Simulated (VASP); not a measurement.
# TiAl3 (I4/mmm) in VASP: a series of runs

TiAl3 is run at these levels: LDA; tasks: single point.

Everything below comes from runs of VASP 6.6.1. Logs are shortened: lines on timing, memory, paths and dates and some standing lists are left out, and cuts for length are marked.

## (1) The cell of the first run

It takes space group I4/mmm (No. 139, tetragonal). Conventional cell: a = 3.779 Å, b = 3.779 Å, c = 8.484 Å, α = 90.00°, β = 90.00°, γ = 90.00°. Ti (site symmetry 4/mmm) has 12 Al at 2.67 to 2.84 Å within 3.5 Å. Within 3.5 Å of Al (site symmetry 4/mmm) lie 4 Ti at 2.67 Å and 8 Al at 2.84 Å. Al (site symmetry -4m2) has 8 Al at 2.67 to 2.84 Å and 4 Ti at 2.84 Å within 3.5 Å.

## (2) Single point, LDA

File INCAR:

```
PREC = Accurate ; ENCUT = 520
EDIFF = 1E-6 ; ISMEAR = 0
SIGMA = 0.15 ; LREAL = F
LASPH = T ; NELM = 60
ALGO = Normal ; ISIF = 2
LWAVE = F ; LCHARG = T
LELF = T ; LVHAR = T
NBANDS = 18
```

File KPOINTS:

```
Automatic mesh
0
Gamma
  16 16 16
```

File POSCAR:

```
TiAl3
1.0
   -1.8893407300      1.8893407300      4.2417642881
    1.8893407300     -1.8893407300      4.2417642881
    1.8893407300      1.8893407300     -4.2417642881
Ti Al
1 3
Direct
    0.0000000000      0.0000000000      0.0000000000
    0.5000000000      0.5000000000      0.0000000000
    0.7500000000      0.2500000000      0.5000000000
    0.2500000000      0.7500000000      0.5000000000
```

Potentials or basis: VASP PAW LDA potentials, release 64 (Ti_sv, Al).

Run with:

```sh
$ cat potpaw_LDA.64/Ti_sv/POTCAR potpaw_LDA.64/Al/POTCAR > POTCAR
$ mpirun -np 1 vasp_std > vasp.out
```

OUTCAR:

```text
PREC = Accurate
   ENCUT = 520
   EDIFF = 1E-6
   ISMEAR = 0
   LREAL = F
   LASPH = T
   NELM = 60
   ISIF = 2

 ion  position               nearest neighbor table
   1  0.000  0.000  0.000-   2 2.67   2 2.67   2 2.67   2 2.67   4 2.84   3 2.84   4 2.84   4 2.84
                             3 2.84   3 2.84   4 2.84   3 2.84
   2  0.500  0.500  0.000-   1 2.67   1 2.67   1 2.67   1 2.67   4 2.84   3 2.84   4 2.84   3 2.84
                             4 2.84   4 2.84   3 2.84   3 2.84
   3  0.750  0.250  0.500-   4 2.67   4 2.67   4 2.67   4 2.67   2 2.84   1 2.84   2 2.84   1 2.84
                             2 2.84   2 2.84   1 2.84   1 2.84
   4  0.250  0.750  0.500-   3 2.67   3 2.67   3 2.67   3 2.67   2 2.84   1 2.84   2 2.84   2 2.84
                             1 2.84   1 2.84   2 2.84   1 2.84

  LATTYP: Found a body centered tetragonal cell.
 ALAT       =     3.7786814600
 C/A-ratio  =     2.2451028662

  Lattice vectors:

 A1 = (  -1.8893407300,   1.8893407300,   4.2417642881)
 A2 = (   1.8893407300,  -1.8893407300,   4.2417642881)
 A3 = (   1.8893407300,   1.8893407300,  -4.2417642881)

Analysis of symmetry for initial positions (statically):
=====================================================================
 Subroutine PRICEL returns:
 Original cell was already a primitive cell.

 Routine SETGRP: Setting up the symmetry group for a
 body centered tetragonal supercell.

 Subroutine GETGRP returns: Found 16 space group operations
 (whereof 16 operations were pure point group operations)
 out of a pool of 16 trial point group operations.

The static configuration has the point symmetry D_4h.

Analysis of symmetry for dynamics (positions and initial velocities):
=====================================================================
 Subroutine PRICEL returns:
 Original cell was already a primitive cell.

 Routine SETGRP: Setting up the symmetry group for a
 body centered tetragonal supercell.

 Subroutine GETGRP returns: Found 16 space group operations
 (whereof 16 operations were pure point group operations)
 out of a pool of 16 trial point group operations.

The dynamic configuration has the point symmetry D_4h.

 Subroutine INISYM returns: Found 16 space group operations
 (whereof 16 operations are pure point group operations),
 and found     1 'primitive' translations

----------------------------------------------------------------------------------------

                                     Primitive cell

  volume of cell :      60.5657

  direct lattice vectors                    reciprocal lattice vectors
    -1.889340730  1.889340730  4.241764288     0.000000000  0.264642577  0.117875480
     1.889340730 -1.889340730  4.241764288     0.264642577  0.000000000  0.117875480
     1.889340730  1.889340730 -4.241764288     0.264642577  0.264642577  0.000000000

  length of vectors
     5.013160786  5.013160786  5.013160786     0.289707305  0.289707305  0.374261122

  position of ions in fractional coordinates (direct lattice)
     0.000000000  0.000000000  0.000000000
     0.500000000  0.500000000  0.000000000
     0.750000000  0.250000000  0.500000000
     0.250000000  0.750000000  0.500000000

  ion indices of the primitive-cell ions
   primitive index   ion index
                 1           1
                 2           2
                 3           3
                 4           4

----------------------------------------------------------------------------------------

 KPOINTS: Automatic mesh

Automatic generation of k-mesh.
 Grid dimensions read from file:
 generate k-points for:   16   16   16

 Generating k-lattice:

  Cartesian coordinates                     Fractional coordinates (reciprocal lattice)
     0.000000000  0.016540161  0.007367217     0.062500000 -0.000000000  0.000000000
     0.016540161  0.000000000  0.007367217    -0.000000000  0.062500000  0.000000000
     0.016540161  0.016540161  0.000000000     0.000000000  0.000000000  0.062500000

  Length of vectors
     0.018106707  0.018106707  0.023391320

  Shift w.r.t. Gamma in fractional coordinates (k-lattice)
     0.000000000  0.000000000  0.000000000

 Subroutine IBZKPT returns following result:
 ===========================================

 Found    349 irreducible k-points:

 Following reciprocal coordinates:
            Coordinates               Weight
  0.000000  0.000000  0.000000      1.000000
  0.062500 -0.000000  0.000000      8.000000
  0.125000 -0.000000  0.000000      8.000000
  0.187500 -0.000000  0.000000      8.000000
  0.250000 -0.000000  0.000000      8.000000
  0.312500  0.000000  0.000000      8.000000
[... 16 lines left out ...]
 -0.125000  0.062500 -0.000000     16.000000
 -0.062500  0.062500  0.000000      4.000000
 [... further k-points ...]
   k-points           NKPTS =    349   k-points in BZ     NKDIM =    349   number of bands    NBANDS=     18
   number of dos      NEDOS =    301   number of ions     NIONS =      4
   total plane-waves  NPLWV =  64000
   dimension x,y,z NGX =    40 NGY =   40 NGZ =   40
   dimension x,y,z NGXF=    80 NGYF=   80 NGZF=   80
   ions per type =               1   3
   NGX,Y,Z   is equivalent  to a cutoff of  13.26, 13.26, 13.26 a.u.
   NGXF,Y,Z  is equivalent  to a cutoff of  26.53, 26.53, 26.53 a.u.
 SYSTEM =  unknown system
   PREC   = accura    normal or accurate (medium, high low for compatibility)
   ISTART =      0    job   : 0-new  1-cont  2-samecut
   ICHARG =      2    charge: 1-file 2-atom 10-const
   ISPIN  =      1    spin polarized calculation?
   LNONCOLLINEAR =      F non collinear calculations
   LSORBIT =      F    spin-orbit coupling
   LASPH  =      T    aspherical Exc in radial PAW
   ENCUT  =  520.0 eV  38.22 Ry    6.18 a.u.   9.32  9.32  9.32*2*pi/ulx,y,z
   NELM   =     60;   NELMIN=  2; NELMDL= -5     # of ELM steps
   EDIFF  = 0.1E-05   stopping-criterion for ELM
   LREAL  =      F    real-space projection
   EDIFFG = 0.1E-04   stopping-criterion for IOM
   NSW    =      0    number of steps for IOM
   IBRION =     -1    ionic relax: 0-MD 1-quasi-New 2-CG
   NFREE  =      0    steps in history (QN), initial steepest desc. (CG)
   ISIF   =      2    stress and relaxation
   ISYM   =      2    0-nonsym 1-usesym 2-fastsym
   POTIM  = 0.5000    time-step for ionic-motion
   TEBEG  =    0.0;   TEEND  =   0.0 temperature during run
   PSTRESS=    0.0 pullay stress
   NELECT =      21.0000    total number of electrons
   NUPDOWN=      -1.0000    fix difference up-down
   EMIN   =  10.00;   EMAX   =-10.00  energy-range for DOS
   EFERMI =   0.00;   METHOD = LEGACY
   ISMEAR =     0;   SIGMA  =   0.15  broadening in eV -4-tet -1-fermi 0-gaus
   EFERMI_NEDOS =   21; number of points for ismear=-14 and -15
   IALGO  =     38    algorithm
   IMIX   =      4    mixing-type and parameters
     AMIX     =   0.40;   BMIX     =  1.00
     AMIX_MAG =   1.60;   BMIX_MAG =  1.00
  volume/ion in A,a.u.               =      15.14       102.18
  Fermi-wavevector in a.u.,A,eV,Ry     =   1.150109  2.173390 17.997107  1.322750
  Thomas-Fermi vector in A             =   2.286775
   LORBIT       =      0    0 simple, 1 ext, 2 COOP (PROOUT), +10 PAW based schemes
   GGA     = CA    functional components
   LHFCALC =     F    Hartree Fock is set to
   AEXX    =    0.0000 exact exchange contribution
   IVDW    =     0    specifies the selected vdW correction
   LEPSILON=     F    determine dielectric tensor
   LRPA    =     F    only Hartree local field effects (RPA)
 non-spin polarized calculation
 Gauss-broadening in eV      SIGMA  =   0.15
  energy-cutoff  :      520.00
  volume of cell :       60.57
 maximum number of plane-waves:      1645
 NGX is ok and might be reduce to    40
   NGX = 19   NGY = 19   NGZ = 19

 number of electron      21.0000000 magnetization

 Free energy of the ion-electron system (eV)
  ---------------------------------------------------
  ext. energy  EPLUGINS =         0.00000000
  ---------------------------------------------------
  free energy    TOTEN  =       -22.80385104 eV

  energy without entropy =      -22.78503309  energy(sigma->0) =      -22.79444206

 E-fermi :   8.4615     XC(G=0): -11.1171

 val. band max:        8.4518308425   @ k =  -0.3750  -0.3750   0.1875
 cond. band min:       8.4665708897   @ k =  -0.0625   0.1250   0.0625
 fundamental gap:      0.0147400472
 Fermi energy:         8.4614652907

 k-point     1 :       0.0000    0.0000    0.0000
  band No.  band energies     occupation
      1     -47.1871      2.00000
      2     -23.9004      2.00000
      3     -23.9004      2.00000
      4     -23.8216      2.00000
      5      -1.7804      2.00000
      6       5.5479      2.00000
[... 10 lines left out ...]
     17      12.4194      0.00000
     18      12.4262      0.00000

 k-point     2 :       0.0625   -0.0000    0.0000
  band No.  band energies     occupation
      1     -47.1870      2.00000
      2     -23.9017      2.00000
      3     -23.9003      2.00000
      4     -23.8215      2.00000
      5      -1.7303      2.00000
      6       5.2936      2.00000
[... 10 lines left out ...]
     17      12.4368      0.00000
     18      12.7292      0.00000

 k-point     3 :       0.1250   -0.0000    0.0000
  band No.  band energies     occupation
      1     -47.1868      2.00000
      2     -23.9054      2.00000
      3     -23.9001      2.00000
      4     -23.8213      2.00000
      5      -1.5806      2.00000
      6       4.9562      2.00000
[... 10 lines left out ...]
     17      12.4963      0.00000
     18      13.4287      0.00000

 k-point     4 :       0.1875   -0.0000    0.0000
  band No.  band energies     occupation
      1     -47.1865      2.00000
      2     -23.9110      2.00000
      3     -23.8997      2.00000
      4     -23.8211      2.00000
      5      -1.3331      2.00000
      6       4.5940      2.00000
[... 10 lines left out ...]
     17      12.6874      0.00000
     18      14.2205      0.00000

 k-point     5 :       0.2500   -0.0000    0.0000
  band No.  band energies     occupation
      1     -47.1862      2.00000
      2     -23.9176      2.00000
      3     -23.8993      2.00000
      4     -23.8208      2.00000
      5      -0.9910      2.00000
      6       4.1144      2.00000
[... 10 lines left out ...]
     17      13.0814      0.00000
     18      14.2819      0.00000

 k-point     6 :       0.3125    0.0000    0.0000
  band No.  band energies     occupation
      1     -47.1858      2.00000
      2     -23.9241      2.00000
      3     -23.8988      2.00000
      4     -23.8205      2.00000
      5      -0.5588      2.00000
      6       3.4604      2.00000
[... 10 lines left out ...]
     17      13.5141      0.00000
     18      14.0029      0.00000

 k-point     7 :       0.3750   -0.0000    0.0000
  band No.  band energies     occupation
      1     -47.1856      2.00000
      2     -23.9297      2.00000
      3     -23.8985      2.00000
      4     -23.8203      2.00000
      5      -0.0430      2.00000
      6       2.7173      2.00000
[... 10 lines left out ...]
     17      13.3638      0.00000
     18      14.4484      0.00000

 k-point     8 :       0.4375   -0.0000    0.0000
  band No.  band energies     occupation
      1     -47.1854      2.00000
      2     -23.9334      2.00000
      3     -23.8982      2.00000
      4     -23.8201      2.00000
      5       0.5443      2.00000
      6       1.9729      2.00000
[... 10 lines left out ...]
     17      13.1805      0.00000
     18      14.5734      0.00000
[... 229 lines left out ...]
     17      13.6754      0.00000
     18      13.8510      0.00000

 k-point    20 :      -0.3125    0.0625    0.0000
  band No.  band energies     occupation
      1     -47.1858      2.00000
      2     -23.9240      2.00000
      3     -23.9001      2.00000
      4     -23.8202      2.00000
      5      -0.5881      2.00000
      6       3.6328      2.00000
[... 10 lines left out ...]
     17      13.1508      0.00000
     18      13.8044      0.00000

 k-point    21 :      -0.2500    0.0625   -0.0000
  band No.  band energies     occupation
      1     -47.1861      2.00000
      2     -23.9174      2.00000
      3     -23.9005      2.00000
      4     -23.8205      2.00000
      5      -1.0056      2.00000
      6       4.3355      2.00000
[... 10 lines left out ...]
     17      12.9800      0.00000
     18      13.8581      0.00000

 k-point    22 :      -0.1875    0.0625   -0.0000
  band No.  band energies     occupation
      1     -47.1865      2.00000
      2     -23.9109      2.00000
      3     -23.9010      2.00000
      4     -23.8208      2.00000
      5      -1.3321      2.00000
      6       4.9040      2.00000
[... 10 lines left out ...]
     17      12.8360      0.00000
     18      14.2187      0.00000

 k-point    23 :      -0.1250    0.0625   -0.0000
  band No.  band energies     occupation
      1     -47.1868      2.00000
      2     -23.9053      2.00000
      3     -23.9013      2.00000
      4     -23.8211      2.00000
      5      -1.5634      2.00000
      6       5.3274      2.00000
[... 10 lines left out ...]
     17      12.6790      0.00000
     18      13.4709      0.00000

 k-point    24 :      -0.0625    0.0625    0.0000
  band No.  band energies     occupation
      1     -47.1869      2.00000
      2     -23.9017      2.00000
      3     -23.9015      2.00000
      4     -23.8214      2.00000
      5      -1.6967      2.00000
      6       5.6194      2.00000
[... 10 lines left out ...]
     17      12.5679      0.00000
     18      12.8244      0.00000

 [... further k-points ...]
[... 5 lines left out ...]
  --------------------------------------------------------------------------------------
  -------------------------------------------------------------------------------------
  Total        0.0640818      0.0640818      0.0315710      0.0000000      0.0000000      0.0000000
  in kB        1.6951882      1.6951882      0.8351647      0.0000000      0.0000000      0.0000000
  external PRESSURE =       1.4085137 kB  Pullay stress =       0.0000000 kB

 VOLUME and BASIS-vectors are now :
 -----------------------------------------------------------------------------
  energy-cutoff  :      520.00
  volume of cell :       60.57
      direct lattice vectors                 reciprocal lattice vectors
    -1.889340730  1.889340730  4.241764288     0.000000000  0.264642577  0.117875480
     1.889340730 -1.889340730  4.241764288     0.264642577  0.000000000  0.117875480
     1.889340730  1.889340730 -4.241764288     0.264642577  0.264642577  0.000000000

 POSITION                                       TOTAL-FORCE (eV/Angst)
 -----------------------------------------------------------------------------------
      0.00000      0.00000      0.00000         0.000000     -0.000000     -0.000000
      0.00000      0.00000      4.24176         0.000000     -0.000000     -0.000000
     -0.00000      1.88934      2.12088         0.000000     -0.000000      0.000000
      1.88934     -0.00000      2.12088        -0.000000      0.000000      0.000000
 -----------------------------------------------------------------------------------
    total drift:                               -0.000000     -0.000000     -0.000000

  FREE ENERGIE OF THE ION-ELECTRON SYSTEM (eV)
  ---------------------------------------------------
  free  energy   TOTEN  =       -22.8038510364 eV

  energy  without entropy=      -22.7850330878  energy(sigma->0) =      -22.79444206
```

Run time: 8.6 min. Hardware: 1 thread of Intel Xeon Platinum 8488C (Sapphire Rapids), shared host; peak memory 0.47 GiB.

What came out:

| Property | Result |
| --- | --- |
| Free energy | -22.8039 eV |
| Pressure | 0.1 GPa |
| Band gap on the k mesh | zero (an odd number of electrons rules out a gap without spin polarisation) |

[end of part 1 of 2]
